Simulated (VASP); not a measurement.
# Hf3B (Pm-3n) in VASP: notebook

The runs below take Hf3B through relaxation of cell and atoms, single point, with PBE.

Everything below comes from runs of VASP 6.6.1. Logs are shortened: lines on timing, memory, paths and dates and some standing lists are left out, and cuts for length are marked.

### 1 The cell of the first run

Symmetry: Pm-3n, No. 223, cubic system. The conventional cell has a = 5.234 Å, b = 5.234 Å, c = 5.234 Å, α = 90.00°, β = 90.00°, γ = 90.00°. Within 3.5 Å of Hf (site symmetry -4m2) lie 10 Hf at 2.62 to 3.21 Å and 4 B at 2.93 Å. Within 3.9 Å of B (site symmetry m-3) lie 12 Hf at 2.93 Å.

### 2 Relaxation of cell and atoms, PBE

Input file INCAR:

```
ALGO     = Normal         # electronic algorithm
EDIFF    = 1E-7           # SCF threshold, eV
EDIFFG   = -0.01          # ionic threshold
ENCUT    = 600            # plane-wave cutoff, eV
GGA      = PE             # functional
IBRION   = 2              # ionic algorithm
ISIF     = 3              # what is computed and relaxed
ISMEAR   = 0              # smearing method
LASPH    = True           # aspherical terms in the spheres
LCHARG   = False          # write CHGCAR
LREAL    = False          # projectors in reciprocal space
LWAVE    = False          # write WAVECAR
NELM     = 100            # most SCF steps
NSW      = 100            # ionic steps
PREC     = Accurate       # precision mode
SIGMA    = 0.1            # smearing width, eV
```

Input file KPOINTS:

```
k-points
0
Gamma
  8 8 8
```

Input file POSCAR:

```
Hf3B
1.0
    5.2337917840      0.0000000000      0.0000000000
    0.0000000000      5.2337917840      0.0000000000
    0.0000000000      0.0000000000      5.2337917840
Hf B
6 2
Direct
    0.2500000000      0.0000000000      0.5000000000
    0.7500000000      0.0000000000      0.5000000000
    0.0000000000      0.5000000000      0.2500000000
    0.0000000000      0.5000000000      0.7500000000
    0.5000000000      0.7500000000      0.0000000000
    0.5000000000      0.2500000000      0.0000000000
    0.0000000000      0.0000000000      0.0000000000
    0.5000000000      0.5000000000      0.5000000000
```

Potentials or basis: VASP PAW PBE potentials, release 64 (Hf_pv, B).

Command:

```sh
> cat potpaw_PBE.64/Hf_pv/POTCAR potpaw_PBE.64/B/POTCAR > POTCAR
> mpirun -np 1 vasp_std > vasp.out
```

OUTCAR:

```text
EDIFF = 1E-7
   EDIFFG = -0.01
   ENCUT = 600
   GGA = PE
   IBRION = 2
   ISIF = 3
   ISMEAR = 0
   LASPH = True
   LREAL = False
   NELM = 100
   NSW = 100
   PREC = Accurate

 ion  position               nearest neighbor table
   1  0.250  0.000  0.500-   2 2.62   2 2.62   8 2.93   7 2.93   8 2.93   7 2.93   4 3.21   5 3.21
                             6 3.21   5 3.21   3 3.21   4 3.21   6 3.21   3 3.21
   2  0.750  0.000  0.500-   1 2.62   1 2.62   8 2.93   7 2.93   8 2.93   7 2.93   4 3.21   5 3.21
                             6 3.21   5 3.21   3 3.21   4 3.21   6 3.21   3 3.21
   3  0.000  0.500  0.250-   4 2.62   4 2.62   8 2.93   7 2.93   7 2.93   8 2.93   1 3.21   5 3.21
                             1 3.21   2 3.21   6 3.21   5 3.21   6 3.21   2 3.21
   4  0.000  0.500  0.750-   3 2.62   3 2.62   8 2.93   7 2.93   7 2.93   8 2.93   1 3.21   5 3.21
                             1 3.21   2 3.21   6 3.21   5 3.21   6 3.21   2 3.21
   5  0.500  0.750  0.000-   6 2.62   6 2.62   8 2.93   8 2.93   7 2.93   7 2.93   3 3.21   1 3.21
                             2 3.21   4 3.21   1 3.21   3 3.21   4 3.21   2 3.21
   6  0.500  0.250  0.000-   5 2.62   5 2.62   8 2.93   8 2.93   7 2.93   7 2.93   3 3.21   1 3.21
                             2 3.21   4 3.21   1 3.21   3 3.21   4 3.21   2 3.21
   7  0.000  0.000  0.000-   1 2.93   2 2.93   3 2.93   4 2.93   5 2.93   6 2.93   1 2.93   2 2.93
                             3 2.93   4 2.93   5 2.93   6 2.93
   8  0.500  0.500  0.500-   1 2.93   2 2.93   3 2.93   4 2.93   5 2.93   6 2.93   5 2.93   6 2.93
                             1 2.93   2 2.93   3 2.93   4 2.93

  LATTYP: Found a simple cubic cell.
 ALAT       =     5.2337917840

  Lattice vectors:

 A1 = (   5.2337917840,   0.0000000000,   0.0000000000)
 A2 = (   0.0000000000,   5.2337917840,   0.0000000000)
 A3 = (   0.0000000000,   0.0000000000,   5.2337917840)

Analysis of symmetry for initial positions (statically):
=====================================================================
 Subroutine PRICEL returns:
 Original cell was already a primitive cell.

 Routine SETGRP: Setting up the symmetry group for a
 simple cubic supercell.

 Subroutine GETGRP returns: Found 48 space group operations
 (whereof 24 operations were pure point group operations)
 out of a pool of 48 trial point group operations.

The static configuration has the point symmetry T_h .
 The point group associated with its full space group is O_h .

Analysis of symmetry for dynamics (positions and initial velocities):
=====================================================================
 Subroutine PRICEL returns:
 Original cell was already a primitive cell.

 Routine SETGRP: Setting up the symmetry group for a
 simple cubic supercell.

 Subroutine GETGRP returns: Found 48 space group operations
 (whereof 24 operations were pure point group operations)
 out of a pool of 48 trial point group operations.

The dynamic configuration has the point symmetry T_h .
 The point group associated with its full space group is O_h .

 Subroutine INISYM returns: Found 48 space group operations
 (whereof 24 operations are pure point group operations),
 and found     1 'primitive' translations

----------------------------------------------------------------------------------------

                                     Primitive cell

  volume of cell :     143.3670

  direct lattice vectors                    reciprocal lattice vectors
     5.233791784  0.000000000  0.000000000     0.191066065  0.000000000  0.000000000
     0.000000000  5.233791784  0.000000000     0.000000000  0.191066065  0.000000000
     0.000000000  0.000000000  5.233791784     0.000000000  0.000000000  0.191066065

  length of vectors
     5.233791784  5.233791784  5.233791784     0.191066065  0.191066065  0.191066065

  position of ions in fractional coordinates (direct lattice)
     0.250000000  0.000000000  0.500000000
     0.750000000  0.000000000  0.500000000
     0.000000000  0.500000000  0.250000000
     0.000000000  0.500000000  0.750000000
     0.500000000  0.750000000  0.000000000
     0.500000000  0.250000000  0.000000000
     0.000000000  0.000000000  0.000000000
     0.500000000  0.500000000  0.500000000

  ion indices of the primitive-cell ions
   primitive index   ion index
                 1           1
                 2           2
                 3           3
                 4           4
                 5           5
                 6           6
                 7           7
                 8           8

----------------------------------------------------------------------------------------

 KPOINTS: k-points

Automatic generation of k-mesh.
 Grid dimensions read from file:
 generate k-points for:    8    8    8

 Generating k-lattice:

  Cartesian coordinates                     Fractional coordinates (reciprocal lattice)
     0.023883258  0.000000000  0.000000000     0.125000000  0.000000000  0.000000000
     0.000000000  0.023883258  0.000000000     0.000000000  0.125000000  0.000000000
     0.000000000  0.000000000  0.023883258     0.000000000  0.000000000  0.125000000

  Length of vectors
     0.023883258  0.023883258  0.023883258

  Shift w.r.t. Gamma in fractional coordinates (k-lattice)
     0.000000000  0.000000000  0.000000000

 Subroutine IBZKPT returns following result:
 ===========================================

 Found     35 irreducible k-points:

 Following reciprocal coordinates:
            Coordinates               Weight
  0.000000  0.000000  0.000000      1.000000
  0.125000  0.000000  0.000000      6.000000
  0.250000  0.000000  0.000000      6.000000
  0.375000  0.000000  0.000000      6.000000
  0.500000  0.000000  0.000000      3.000000
  0.125000  0.125000  0.000000     12.000000
[... 16 lines left out ...]
  0.375000  0.375000  0.125000     24.000000
  0.500000  0.375000  0.125000     24.000000
 [... further k-points ...]
   k-points           NKPTS =     35   k-points in BZ     NKDIM =     35   number of bands    NBANDS=     39
   number of dos      NEDOS =    301   number of ions     NIONS =      8
   total plane-waves  NPLWV =  74088
   dimension x,y,z NGX =    42 NGY =   42 NGZ =   42
   dimension x,y,z NGXF=    84 NGYF=   84 NGZF=   84
   ions per type =               6   2
   NGX,Y,Z   is equivalent  to a cutoff of  13.34, 13.34, 13.34 a.u.
   NGXF,Y,Z  is equivalent  to a cutoff of  26.68, 26.68, 26.68 a.u.
 SYSTEM =  unknown system
   PREC   = accura    normal or accurate (medium, high low for compatibility)
   ISTART =      0    job   : 0-new  1-cont  2-samecut
   ICHARG =      2    charge: 1-file 2-atom 10-const
   ISPIN  =      1    spin polarized calculation?
   LNONCOLLINEAR =      F non collinear calculations
   LSORBIT =      F    spin-orbit coupling
   LASPH  =      T    aspherical Exc in radial PAW
   ENCUT  =  600.0 eV  44.10 Ry    6.64 a.u.  10.45 10.45 10.45*2*pi/ulx,y,z
   NELM   =    100;   NELMIN=  2; NELMDL= -5     # of ELM steps
   EDIFF  = 0.1E-06   stopping-criterion for ELM
   LREAL  =      F    real-space projection
   EDIFFG = -.1E-01   stopping-criterion for IOM
   NSW    =    100    number of steps for IOM
   IBRION =      2    ionic relax: 0-MD 1-quasi-New 2-CG
   NFREE  =      1    steps in history (QN), initial steepest desc. (CG)
   ISIF   =      3    stress and relaxation
   ISYM   =      2    0-nonsym 1-usesym 2-fastsym
   POTIM  = 0.5000    time-step for ionic-motion
   TEBEG  =    0.0;   TEEND  =   0.0 temperature during run
   PSTRESS=    0.0 pullay stress
   NELECT =      66.0000    total number of electrons
   NUPDOWN=      -1.0000    fix difference up-down
   EMIN   =  10.00;   EMAX   =-10.00  energy-range for DOS
   EFERMI =   0.00;   METHOD = LEGACY
   ISMEAR =     0;   SIGMA  =   0.10  broadening in eV -4-tet -1-fermi 0-gaus
   EFERMI_NEDOS =   21; number of points for ismear=-14 and -15
   IALGO  =     38    algorithm
   IMIX   =      4    mixing-type and parameters
     AMIX     =   0.40;   BMIX     =  1.00
     AMIX_MAG =   1.60;   BMIX_MAG =  1.00
  volume/ion in A,a.u.               =      17.92       120.94
  Fermi-wavevector in a.u.,A,eV,Ry     =   1.264076  2.388756 21.740573  1.597887
  Thomas-Fermi vector in A             =   2.397400
   LORBIT       =      0    0 simple, 1 ext, 2 COOP (PROOUT), +10 PAW based schemes
   GGA     = PE    functional components
   LHFCALC =     F    Hartree Fock is set to
   AEXX    =    0.0000 exact exchange contribution
   IVDW    =     0    specifies the selected vdW correction
   LEPSILON=     F    determine dielectric tensor
   LRPA    =     F    only Hartree local field effects (RPA)
 conjugate gradient relaxation of ions
 non-spin polarized calculation
 Gauss-broadening in eV      SIGMA  =   0.10
  energy-cutoff  :      600.00
  volume of cell :      143.37
 maximum number of plane-waves:      4828
 NGX is ok and might be reduce to    42
   NGX = 21   NGY = 21   NGZ = 21

--------------------------------------- Ionic step        1  -------------------------------------------

 number of electron      65.9999982 magnetization

 Free energy of the ion-electron system (eV)
  ---------------------------------------------------
  ext. energy  EPLUGINS =         0.00000000
  ---------------------------------------------------
  free energy    TOTEN  =       -70.15742641 eV

  energy without entropy =      -70.13223314  energy(sigma->0) =      -70.14482978

------------------------ aborting loop because EDIFF is reached ----------------------------------------

  FORCE on cell =-STRESS in cart. coord.  units (eV):
  Direction    XX          YY          ZZ          XY          YZ          ZX
  --------------------------------------------------------------------------------------
  -------------------------------------------------------------------------------------
  Total       -0.2052632     -0.2052632     -0.2052632      0.0000000     -0.0000000      0.0000000
  in kB       -2.2938883     -2.2938883     -2.2938883      0.0000000     -0.0000000      0.0000000
  external PRESSURE =      -2.2938883 kB  Pullay stress =       0.0000000 kB
[... 69 lines left out ...]
  energy  without entropy=      -70.1323770589  energy(sigma->0) =      -70.14490958

--------------------------------------- Ionic step        3  -------------------------------------------

 number of electron      65.9999981 magnetization

 Free energy of the ion-electron system (eV)
  ---------------------------------------------------
  ext. energy  EPLUGINS =         0.00000000
  ---------------------------------------------------
  free energy    TOTEN  =       -70.15762338 eV

  energy without entropy =      -70.13249655  energy(sigma->0) =      -70.14505996

 E-fermi :   5.1168     XC(G=0): -11.5325

 val. band max:        5.0535273248   @ k =   0.5000   0.2500   0.1250
 cond. band min:       5.1204810516   @ k =   0.2500   0.2500   0.2500
 fundamental gap:      0.0669537269
 Fermi energy:         5.1168096358

 k-point     1 :       0.0000    0.0000    0.0000
  band No.  band energies     occupation
      1     -26.2730      2.00000
      2     -26.2730      2.00000
      3     -26.0745      2.00000
      4     -25.4586      2.00000
      5     -25.4586      2.00000
      6     -25.4586      2.00000
[... 997 lines left out ...]
     38       6.4732      0.00000
     39       6.7642      0.00000

 [... further k-points ...]
[... 5 lines left out ...]
  --------------------------------------------------------------------------------------
  -------------------------------------------------------------------------------------
  Total        0.0036940      0.0036940      0.0036940      0.0000000     -0.0000000     -0.0000000
  in kB        0.0413606      0.0413606      0.0413606      0.0000000     -0.0000000     -0.0000000
  external PRESSURE =       0.0413606 kB  Pullay stress =       0.0000000 kB
[... 23 lines left out ...]
  FREE ENERGIE OF THE ION-ELECTRON SYSTEM (eV)
  ---------------------------------------------------
  free  energy   TOTEN  =       -70.1576233791 eV

  energy  without entropy=      -70.1324965488  energy(sigma->0) =      -70.14505996

 reached required accuracy - stopping structural energy minimisation
```

Wall time 4 min (1 thread of AMD EPYC 9R45 (Zen 5), shared host); peak memory 0.36 GiB.

Results:

```yaml
Free_energy: -70.1576 eV
Relaxed_volume: 17.89 Å³/atom
Relaxed_cell: a = 5.230 Å, b = 5.230 Å, c = 5.230 Å, α = 90.00°, β = 90.00°, γ = 90.00°
Space_group_after_relaxing_to_0.05_Å: Pm-3n (No. 223)
Energy_gained_by_relaxing: 0.0 meV/atom
Ionic_steps: 3
Pressure_after_relaxing: 0.0 GPa
Band_gap_on_the_k_mesh: zero (band 33 reaches 6.29 eV, above the bottom of band 34 at 4.82 eV)
```

Step by step:
```
step  energy change (eV)  largest force (eV/Å)  pressure (GPa)  volume (Å³)
   1              0.0000                0.0000           -0.23       143.37
   2              0.0000                0.0000            0.22       142.84
   3             -0.0002                0.0000            0.00       143.09
```

Final structure:
```
Hf B
1.0
     5.23047    0.00000    0.00000
     0.00000    5.23047    0.00000
     0.00000    0.00000    5.23047
Hf B
6 2
Direct
  0.25000 0.00000 0.50000
  0.75000 0.00000 0.50000
  0.00000 0.50000 0.25000
  0.00000 0.50000 0.75000
  0.50000 0.75000 0.00000
  0.50000 0.25000 0.00000
  0.00000 0.00000 0.00000
  0.50000 0.50000 0.50000
```

Caveat: spin-orbit coupling is left out, which moves the levels of the heavy elements.

### 3 Single point, PBE

Input file INCAR:

```
PREC = Accurate
ENCUT = 520
EDIFF = 1E-7
ISMEAR = 0
SIGMA = 0.1
LREAL = F
LASPH = T
NELM = 100
ALGO = Normal
ISIF = 2
LWAVE = F
LCHARG = F
GGA = PE
NBANDS = 43
```

Input file KPOINTS:

```
Automatic mesh
0
Gamma
  4 4 4
```

POSCAR is that of step 2.

Potentials or basis: VASP PAW PBE potentials, release 64 (Hf_pv, B).

Command:

```sh
> cat potpaw_PBE.64/Hf_pv/POTCAR potpaw_PBE.64/B/POTCAR > POTCAR
> mpirun -np 1 vasp_std > vasp.out
```

It took 33 s on 1 thread of AMD EPYC 9R45 (Zen 5), shared host; peak memory 0.22 GiB.

The run converged. Its results:

- Free energy: -70.1495 eV
- Pressure: -0.4 GPa
- Band gap on the k mesh: zero (band 33 reaches 6.28 eV, above the bottom of band 34 at 4.80 eV)

Levels at points of the mesh, in eV from the Fermi level:
| k point | band 30 | band 31 | band 32 | band 33 | band 34 | band 35 | band 36 | band 37 |
| --- | --- | --- | --- | --- | --- | --- | --- | --- |
| (0.00, 0.00, 0.00) | -1.57 | -1.57 | -1.57 | -0.63 | 0.14 | 0.14 | 0.14 | 0.82 |
| (0.50, 0.00, 0.00) | -1.10 | -0.72 | -0.72 | -0.34 | -0.34 | -0.12 | -0.12 | 0.23 |
| (0.50, 0.50, 0.00) | -1.21 | -1.02 | -0.23 | 0.45 | 1.07 | 1.07 | 1.31 | 1.31 |
| (0.50, 0.50, 0.50) | -0.96 | -0.96 | -0.96 | 1.13 | 1.13 | 1.13 | 1.13 | 1.17 |

Caveat: spin-orbit coupling is left out, which moves the levels of the heavy elements.

(Continued in part 2 of 2.)
